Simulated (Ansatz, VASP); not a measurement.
## One calculation of PdPtC4N4, two programs

File INCAR:

```
  PREC = Accurate
  ENCUT = 600
  EDIFF = 1E-6
  ISMEAR = 0
  SIGMA = 0.2
  LREAL = F
  LASPH = T
  NELM = 120
  ALGO = Normal
  ISIF = 2
  LWAVE = F
  LCHARG = T
  GGA = PE
  LELF = T
  LVHAR = T
  NBANDS = 47
  GGA_COMPAT = F
```

The input KPOINTS:

```
regular mesh
0
Gamma
  4 4 4
```

The input POSCAR:

```
PdPtC4N4
1.0
    6.0200358390      0.0000000000      0.0000000000
    0.0000000000      6.0200358390      0.0000000000
    0.0000000000      0.0000000000      6.0200358390
Pd Pt C N
1 1 4 4
Direct
    0.5000000000      0.5000000000      0.5000000000
    1.0000000000      0.0000000000      0.0000000000
    0.1898078140      0.1898078140      0.1898078140
    0.1898078140      0.8101921860      0.8101921860
    0.8101921860      0.1898078140      0.8101921860
    0.8101921860      0.8101921860      0.1898078140
    0.3031580290      0.3031580290      0.3031580290
    0.3031580290      0.6968419710      0.6968419710
    0.6968419710      0.3031580290      0.6968419710
    0.6968419710      0.6968419710      0.3031580290
```

Input for Ansatz:

```yaml
crystal:
  lattice:
    - [6.020035839, 0.0, 0.0]
    - [0.0, 6.020035839, 0.0]
    - [0.0, 0.0, 6.020035839]
  atoms:
    - { symbol: Pd, position: [0.5, 0.5, 0.5] }
    - { symbol: Pt, position: [1.0, 0.0, 0.0] }
    - { symbol: C, position: [0.189807814, 0.189807814, 0.189807814] }
    - { symbol: C, position: [0.189807814, 0.810192186, 0.810192186] }
    - { symbol: C, position: [0.810192186, 0.189807814, 0.810192186] }
    - { symbol: C, position: [0.810192186, 0.810192186, 0.189807814] }
    - { symbol: "N", position: [0.303158029, 0.303158029, 0.303158029] }
    - { symbol: "N", position: [0.303158029, 0.696841971, 0.696841971] }
    - { symbol: "N", position: [0.696841971, 0.303158029, 0.696841971] }
    - { symbol: "N", position: [0.696841971, 0.696841971, 0.303158029] }
basis:
  ecutwfc: 420
kpoints:
  mp_grid: { grid: [4, 4, 4] }
hamiltonian:
  xc: pbe
scf:
  occupations: { method: gaussian, width: 0.2 }
  lower_state_search: "off"
output:
  forces: true
  stress: true
  eigenvalues: true
```

Alike in both runs: task single point; functional PBE; k mesh 4 × 4 × 4; occupations gaussian, width 0.2 eV; no spin polarisation.

|  | VASP | Ansatz |
| --- | --- | --- |
| version | VASP 6.6.1 | Ansatz 0.2.0 |
| potentials or method | VASP PAW PBE potentials, release 64 (Pd_sv_GW, Pt_sv_GW, C, N), cutoff 600 eV | scalar-relativistic, plane waves, PAW |
| valence electrons in the cell | 72 | 72 |

|  | VASP | Ansatz | Ansatz less VASP |
| --- | --- | --- | --- |
| gap on the k mesh at the Fermi level (eV) | none | none | - |
| pressure (GPa) | 0.1 | 0.1 | -0.01 |
| rms of the force components (eV/Å) | 0.129 | 0.027 | -0.1029 |

Atom by atom the forces differ by 0.156 eV/Å (rms over components). A gap of «none» marks a metal or a gap that the smearing closes. One of these differences is far larger than is usual between the two programs; its cause wasn't traced.

Spin-orbit coupling is off throughout. Noted on VASP's run: the standard files for N, O and F lose accuracy on very short bonds.
